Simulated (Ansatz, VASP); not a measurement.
# Ge: VASP beside Ansatz

The input INCAR:

```
SYSTEM = Ge
PREC = Accurate
ENCUT = 520
EDIFF = 1E-6
ISMEAR = -1
SIGMA = 0.05
LREAL = .False.
LASPH = .True.
NELM = 150
ALGO = Normal
ISIF = 2
LWAVE = .False.
LCHARG = .False.
MAGMOM = 0 0 0 0 0 0
LORBIT = 11
LSORBIT = .True.
GGA_COMPAT = .False.
LORBMOM = .True.
GGA = PS
NBANDS = 40
```

The input KPOINTS:

```
Automatic mesh
0
Gamma
  8 8 8
  0 0 0
```

POSCAR

```
Ge
1.0
    0.0000000000      2.8289100000      2.8289100000
    2.8289100000      0.0000000000      2.8289100000
    2.8289100000      2.8289100000      0.0000000000
Ge
2
Direct
    0.7500000000      0.7500000000      0.7500000000
    0.5000000000      0.5000000000      0.5000000000
```

input.yaml

```yaml
crystal:
  lattice:
    - [0.0, 2.82891, 2.82891]
    - [2.82891, 0.0, 2.82891]
    - [2.82891, 2.82891, 0.0]
  atoms:
    - { symbol: Ge, position: [0.75, 0.75, 0.75] }
    - { symbol: Ge, position: [0.5, 0.5, 0.5] }
hamiltonian:
  xc: pbesol
  pseudopotentials: { kind: paw_fr }
magnetization:
  noncollinear: true
  spin_orbit: true
kpoints:
  mp_grid: { grid: [8, 8, 8] }
scf:
  occupations: { method: fermi_dirac, width: 0.05 }
output:
  forces: true
  stress: true
  eigenvalues: true
```

Alike in both runs: task single point; functional PBEsol; k mesh 8 × 8 × 8; occupations fermi-dirac, width 0.05 eV; non-collinear spin, spin-orbit coupling.

|  | VASP | Ansatz |
| --- | --- | --- |
| version | VASP 6.6.1 | Ansatz 0.2.0 |
| potentials or method | VASP PAW PBE potentials, release 64 (Ge_d) | Ansatz PAW |
| plane-wave cutoff (eV) | 520 | 420 |
| valence electrons in the cell | 28 | 28 |

```tsv
	VASP	Ansatz	Ansatz less VASP
pressure (GPa)	0.6	0.7	+0.10
net moment per atom (μB)	0.00	0.00	0.000
```

VASP's potentials were made for PBE, not for PBEsol.
